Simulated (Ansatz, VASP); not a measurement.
## Al2O3: VASP beside Ansatz

```
Al O
1.0
     2.96562    0.00000    0.00000
    -1.48281    2.56830    0.00000
     0.00000    0.00000    8.83191
Al O
2 3
Direct
  0.00000 0.00000 0.14999
  0.00000 0.00000 0.85001
  0.33333 0.66667 0.22232
  0.66667 0.33333 0.00000
  0.33333 0.66667 0.77768
```

Alike in both runs: task single point; functional LDA; k mesh 12 × 12 × 4; occupations gaussian, width 0.05 eV; no spin polarisation.

```csv
,VASP,Ansatz
version,VASP 6.6.1,Ansatz 0.2.0
potentials or method,"VASP PAW LDA potentials, release 64 (Al, O), cutoff 520 eV","scalar-relativistic, plane waves, PAW"
valence electrons in the cell,24,24
```

|  | VASP | Ansatz | Ansatz less VASP |
| --- | --- | --- | --- |
| gap on the k mesh at the Fermi level (eV) | 3.90 | 3.93 | +0.028 |
| least direct gap on the mesh (eV) | 4.15 | 4.17 | +0.016 |
| pressure (GPa) | -9.9 | -10.4 | -0.48 |
| traceless stress, the component that is largest in VASP (GPa) | 13.96 | 14.41 | +0.451 |
| rms of the force components (eV/Å) | 0.457 | 0.459 | +0.0019 |

LDA's correlation is that of Perdew and Zunger in VASP and of Perdew and Wang (1992) in Ansatz. Atom by atom the forces differ by 0.007 eV/Å (rms over components).
